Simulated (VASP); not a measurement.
Crystal: Al4B3P.

```
CELL_PARAMETERS angstrom
3.44514 -0.00944 0.00935
-1.73075 3.04686 0.03487
0.02561 0.12503 9.72005
ATOMIC_POSITIONS crystal
Al 0.68912 0.36412 0.33204
Al 0.67527 0.33584 0.86796
Al 0.33377 0.68062 0.65215
Al 0.33327 0.64940 0.12493
B 0.98971 0.99800 0.00293
B 0.99965 0.99292 0.82940
B 0.99248 0.98464 0.18626
P 0.98672 0.99446 0.50434
```

| Property | Result |
| --- | --- |
| Program | VASP 6.6.1 |
| Task | relaxation of cell and atoms |
| Functional | PBE |
| Potentials or basis | VASP PAW PBE potentials, release 64 (Al, B, P) |
| Cutoff | 600 eV |
| k mesh | 6 × 6 × 2 |
| Occupations | gaussian, width 0.2 eV |
| Spin | no spin polarisation |

At the start: pressure 2.5 GPa; volume 12.73 Å³/atom.

Question: Where does the relaxation end?

Answer: Over 54 steps the energy falls by 128.2 meV/atom and the volume is 12.42 Å³/atom (-2.4 %); space group P1 (No. 1, to 0.1 Å) before, R-3m (No. 166, to 0.1 Å).

The path:
```csv
step,energy change (eV),largest force (eV/Å),pressure (GPa),volume (Å³)
1,0.0000,0.7559,2.50,101.85
3,-0.1403,0.3284,-1.32,104.87
5,-0.1796,0.2680,0.97,102.81
7,-0.1953,0.1571,-0.19,103.53
9,-0.2087,0.2019,-0.26,103.56
11,-0.2242,0.3152,1.17,102.27
13,-0.2341,0.3426,1.20,102.22
15,-0.2732,0.5393,1.52,101.99
17,-0.2852,0.7641,1.91,101.82
19,-0.3305,0.7585,1.11,102.62
21,-0.3947,0.9170,-0.12,104.03
23,-0.4604,0.9761,-1.23,106.10
25,-0.5411,0.4149,-0.18,104.88
27,-0.5973,0.2547,-0.03,105.20
29,-0.6235,0.2094,-0.60,105.63
31,-0.6640,0.3056,0.08,104.68
33,-0.7102,0.6702,-0.17,103.17
35,-0.7383,0.4426,-0.22,103.27
37,-0.8552,0.6666,-0.35,100.60
39,-0.8977,0.4581,0.59,99.53
41,-0.9727,0.4830,-1.10,100.65
43,-1.0025,0.2178,0.52,99.33
45,-1.0095,0.1652,-0.41,99.88
47,-1.0172,0.1361,0.30,99.16
49,-1.0221,0.1195,-0.07,99.37
51,-1.0247,0.0543,-0.02,99.35
53,-1.0254,0.0342,0.05,99.31
54,-1.0257,0.0182,-0.05,99.37
```

Final structure:
```
Al B P
1.0
     3.48988   -0.01855    0.33660
    -1.75273    3.04496   -0.00690
     0.86801    0.52223    9.49200
Al B P
4 3 1
Direct
  0.43864 0.15651 0.33824
  0.75086 0.31416 0.87501
  0.55931 0.71528 0.66183
  0.25095 0.56315 0.12506
  0.00142 0.93943 0.99996
  0.12689 0.00227 0.81052
  0.87502 0.87517 0.18937
  0.99691 0.43404 0.50002
```
